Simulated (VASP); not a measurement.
Wanted: the native input for a VASP 6.6.1 run.

```yaml
Task: single point
Functional: PBE
Potentials_or_basis: VASP PAW PBE potentials, release 64 (As, B)
Cutoff: 520 eV
k_mesh: 10 × 10 × 10
Occupations: gaussian, width 0.016 eV
Spin: no spin polarisation
Dipole_correction: no
Further_INCAR_settings: ALGO = Normal; EDIFF = 1e-06; NBANDS = 11
```

The structure of BAs lies in POSCAR:

```
BAs
1.0
    0.0000000000      2.3885000000      2.3885000000
    2.3885000000      0.0000000000      2.3885000000
    2.3885000000      2.3885000000      0.0000000000
As B
1 1
Direct
    0.7500000000      0.7500000000      0.7500000000
    0.0000000000      0.0000000000      0.0000000000
```

These files were run (other wordings do the same):

INCAR

```
PREC     = Accurate       # precision mode
ENCUT    = 520            # plane-wave cutoff, eV
EDIFF    = 1E-6           # SCF threshold, eV
ISMEAR   = 0              # smearing method
SIGMA    = 0.016          # smearing width, eV
LREAL    = F              # projectors in reciprocal space
LASPH    = T              # aspherical terms in the spheres
NELM     = 80             # most SCF steps
ALGO     = Normal         # electronic algorithm
ISIF     = 2              # what is computed and relaxed
LWAVE    = F              # write WAVECAR
LCHARG   = F              # write CHGCAR
GGA      = PE             # functional
NBANDS   = 11             # bands
```

KPOINTS

```
regular mesh
0
Gamma
  10 10 10
```

Potentials or basis: VASP PAW PBE potentials, release 64 (As, B).

The run is started by

```sh
$ cat potpaw_PBE.64/As/POTCAR potpaw_PBE.64/B/POTCAR > POTCAR
$ mpirun -np 1 vasp_std > vasp.out
```

Results of the run:

```yaml
Pressure: 3.4 GPa
Band_gap_on_the_k_mesh: 1.18 eV, indirect (least direct gap 3.28 eV)
```

Run time: 7.4 s on 1 thread of Intel(R) Xeon(R) 6975P-C (Granite Rapids) (shared host), peak memory 0.16 GiB.
